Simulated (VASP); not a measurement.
Set up this calculation in VASP 6.6.1, as the native input.

```yaml
Task: single point
Functional: PBE
Dispersion: D3(BJ)
Potentials_or_basis: VASP PAW PBE potentials, release 64 (C, O)
Cutoff: 520 eV
k_mesh: 8 × 7 × 1
Occupations: gaussian, width 0.05 eV
Spin: no spin polarisation
Dipole_correction: yes
Further_INCAR_settings: ALGO = Normal; EDIFF = 1e-06; NBANDS = 37
```

The structure of C11O lies in POSCAR:

```
C11O
1.0
    3.6473242347      0.0000000000      0.0000000000
   -1.6658829406      3.9310150970      0.0000000000
    0.0000000000      0.0000000000     23.1809581692
C O
11 1
Direct
    0.5001799340      0.3333933113      0.1725554212
    0.4998200660      0.6666066887      0.1725554212
    0.5001799340      0.8333933113      0.2257231425
    0.4998200660      0.1666066887      0.2257231425
    0.5000212331      0.3353169669      0.2788716798
    0.4999787669      0.6646830331      0.2788716798
    0.5001286273      0.8366480408      0.3322552327
    0.4998713727      0.1633519592      0.3322552327
    0.4997623703      0.3544335274      0.3809574266
    0.5002376297      0.6455664726      0.3809574266
    0.9997623703      1.1044335274      0.5470420194
    0.9997623703      1.1044335274      0.4974323358
```

The input as run:

INCAR

```
ALGO     = Normal         # electronic algorithm
DIPOL    = 0.5 0.5 0.319
EDIFF    = 1E-6           # SCF threshold, eV
ENCUT    = 520            # plane-wave cutoff, eV
GGA      = PE             # functional
IDIPOL   = 3            
ISIF     = 2              # what is computed and relaxed
ISMEAR   = 0              # smearing method
IVDW     = 12             # dispersion correction
LASPH    = T              # aspherical terms in the spheres
LCHARG   = F              # write CHGCAR
LDIPOL   = T            
LREAL    = F              # projectors in reciprocal space
LWAVE    = F              # write WAVECAR
NBANDS   = 37             # bands
NELM     = 60             # most SCF steps
PREC     = Accurate       # precision mode
SIGMA    = 0.05           # smearing width, eV
```

KPOINTS

```
k-points
0
Gamma
  8 7 1
```

Potentials or basis: VASP PAW PBE potentials, release 64 (C, O).

Launch:

```console
$ cat potpaw_PBE.64/C/POTCAR potpaw_PBE.64/O/POTCAR > POTCAR
$ mpirun -np 1 vasp_std > vasp.out
```

It gave:

```
Largest force              : 6.771 eV/Å
Band gap on the k mesh     : zero (bands 25 and 26 overlap by 0.73 eV)
Dispersion energy per atom : -0.108 eV
```

It took 6 min on 1 thread of Intel(R) Xeon(R) 6975P-C (Granite Rapids), with other jobs on the host, peak memory 0.54 GiB.
